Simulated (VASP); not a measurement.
Crystal: Ga.

```
Ga
1.0
     2.66103    0.00000    0.00000
     0.00000    2.66103    0.00000
     0.00000    0.00000    2.66103
Ga
1
Direct
  0.00000 0.00000 0.00000
```

Base run:

```yaml
Program: VASP 6.6.1
Functional: PBE
Potentials_or_basis: VASP PAW PBE potentials, release 64 (Ga_d)
Cutoff: 500 eV
k_mesh: 10 × 10 × 10
Occupations: fermi-dirac, width 0.05 eV
Spin: no spin polarisation
```

Its results: pressure 3.3 GPa.

Problem. The run is repeated on the same cell with these changes: functional from PBE to PBE0; cutoff from 500 eV to 520 eV; k mesh from 10 × 10 × 10 to 5 × 5 × 5. What comes out?

Solution. Pressure 1.9 GPa.

Several settings changed at once, so the effect can't be laid on one alone.

Caveats: some runs use coarse meshes; the PAW data sets were made with another functional, which shifts forces and pressure a little (some runs).
